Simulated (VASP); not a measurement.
# MnSi: single point with PBE

The system is MnSi.

```
CELL_PARAMETERS angstrom
2.65428 0.00000 0.00000
0.00000 2.65428 0.00000
0.00000 0.00000 3.24040
ATOMIC_POSITIONS crystal
Mn 0.50000 0.50000 0.50000
Si 0.00000 0.00000 0.00000
```

* Program: VASP 6.6.1
* Task: single point
* Functional: PBE
* Potentials or basis: VASP PAW PBE potentials, release 64 (Mn_pv, Si)
* Cutoff: 520 eV
* k mesh: 6 × 6 × 6
* Occupations: gaussian, width 0.1 eV
* Spin: collinear spin, ferromagnetic start
* Starting moments: [1.65, 0.0] μB
* Dipole correction: no
* Further INCAR settings: ALGO = Normal; EDIFF = 1e-07; NBANDS = 20

```json
{"Pressure": "0.2 GPa", "Net moment": "1.45 μB per cell", "Site moments": "Mn +1.50; Si -0.06 μB", "Valence electrons inside the program's atomic spheres": "Mn 12.00; Si 1.61"}
```

Stress tensor (GPa, compression positive):
```
0.07 0.00 0.00
0.00 0.07 0.00
0.00 0.00 0.44
```

Levels at points of the mesh, in eV from the Fermi level:
Spin up:
```tsv
k point	band 5	band 6	band 7	band 8	band 9	band 10	band 11	band 12	band 13	band 14
(0.00, 0.00, 0.00)	-3.88	-3.16	-0.72	-0.72	-0.57	-0.44	5.46	5.46	6.51	8.34
(0.50, 0.00, 0.00)	-7.97	-3.55	-2.57	-1.77	-0.44	1.31	5.83	6.30	6.81	10.19
(0.50, 0.50, 0.00)	-3.87	-3.87	-3.19	-2.37	-2.37	1.02	2.19	4.11	5.53	12.07
(0.00, 0.00, 0.50)	-8.23	-2.74	-1.47	-1.47	-0.92	-0.39	6.91	8.91	8.91	11.44
(0.50, 0.00, 0.50)	-5.60	-4.08	-3.41	-1.59	-0.93	-0.49	1.92	3.12	9.61	13.21
(0.50, 0.50, 0.50)	-5.55	-5.52	-1.54	-0.27	1.03	1.54	2.53	2.53	3.56	3.56
```
Spin down:
| k point | band 5 | band 6 | band 7 | band 8 | band 9 | band 10 | band 11 | band 12 |
| --- | --- | --- | --- | --- | --- | --- | --- | --- |
| (0.00, 0.00, 0.00) | -2.92 | -2.56 | -0.52 | 0.57 | 0.57 | 1.73 | 5.50 | 5.50 |
| (0.50, 0.00, 0.00) | -7.82 | -2.77 | -1.51 | 0.09 | 0.89 | 2.44 | 5.82 | 6.49 |
| (0.50, 0.50, 0.00) | -3.87 | -3.87 | -2.35 | -1.33 | -1.33 | 1.91 | 3.55 | 5.17 |
| (0.00, 0.00, 0.50) | -8.01 | -2.07 | -0.38 | -0.38 | 0.57 | 1.79 | 6.75 | 9.11 |
| (0.50, 0.00, 0.50) | -5.61 | -3.99 | -2.85 | 0.30 | 0.36 | 1.04 | 3.01 | 3.83 |
| (0.50, 0.50, 0.50) | -5.17 | -4.61 | -1.67 | 1.36 | 1.66 | 1.92 | 2.76 | 2.76 |

Wall time 14 s on 1 thread of Intel(R) Xeon(R) 6975P-C (Granite Rapids) (shared host), peak memory 0.15 GiB.

Caveat: the k points lie up to 0.39 Å⁻¹ apart.
